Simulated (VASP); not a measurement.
A run of VASP 6.6.1:

POSCAR

```
AlN
1.0
    0.0000000000      2.1839935596      2.1839935596
    2.1839935596      0.0000000000      2.1839935596
    2.1839935596      2.1839935596      0.0000000000
Al N
1 1
Direct
    0.0000000000      0.0000000000      0.0000000000
    0.2500000000      0.2500000000      0.2500000000
```

File INCAR.step1:

```
ALGO = Normal ; EDIFF = 1E-5
ENCUT = 520 ; GGA = PE
ISIF = 2 ; ISMEAR = -1
LASPH = True ; LCHARG = False
LREAL = False ; LWAVE = True
NBANDS = 11 ; NELM = 80
PREC = Accurate ; SIGMA = 0.05
```

File INCAR.step2:

```
AEXX = 0.15 ; ALGO = Normal
EDIFF = 1E-7 ; ENCUT = 520
GGA = PE ; HFSCREEN = 0.2078699
ISIF = 2 ; ISMEAR = -1
ISTART = 1 ; LASPH = True
LCHARG = False ; LHFCALC = True
LREAL = False ; LWAVE = False
NBANDS = 11 ; NELM = 80
PREC = Accurate ; PRECFOCK = Normal
SIGMA = 0.05
```

File KPOINTS:

```
k-points
0
Gamma
  6 6 6
```

Potentials or basis: VASP PAW PBE potentials, release 64 (Al, N).

Run with:

```console
$ cat potpaw_PBE.64/Al/POTCAR potpaw_PBE.64/N/POTCAR > POTCAR
$ cp INCAR.step1 INCAR
$ mpirun -np 1 vasp_std > vasp.out
$ cp INCAR.step2 INCAR
$ mpirun -np 1 vasp_std > vasp.out
```

Hardware: 1 thread of Intel(R) Xeon(R) Platinum 8375C CPU @ 2.90GHz (Ice Lake), with other jobs on the host.

**Question.** How long does it take, and how much memory?

**Answer.** It took 4.9 min on 1 thread of Intel(R) Xeon(R) Platinum 8375C CPU @ 2.90GHz (Ice Lake) (shared host), peak memory 0.24 GiB. Counts: k points 16.
